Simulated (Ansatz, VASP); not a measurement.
Ga: VASP beside Ansatz

```
CELL_PARAMETERS angstrom
-1.56356 1.56356 1.56356
1.56356 -1.56356 1.56356
1.56356 1.56356 -1.56356
ATOMIC_POSITIONS crystal
Ga 0.00000 0.00000 0.00000
```

Alike in both runs: task single point; functional PBEsol; k mesh 8 × 8 × 8; occupations gaussian, width 0.1 eV; no spin polarisation.

|  | VASP | Ansatz |
| --- | --- | --- |
| version | VASP 6.6.1 | Ansatz 0.2.0 |
| potentials or method | VASP PAW PBE potentials, release 64 (Ga_d), cutoff 520 eV | scalar-relativistic, plane waves, PAW |
| valence electrons in the cell | 13 | 13 |

|  | VASP | Ansatz | Ansatz less VASP |
| --- | --- | --- | --- |
| gap on the k mesh at the Fermi level (eV) | none | none | - |
| pressure (GPa) | 13.8 | 13.7 | -0.10 |

VASP's potentials were made for PBE, not for PBEsol. A gap of «none» marks a metal or a gap that the smearing closes.
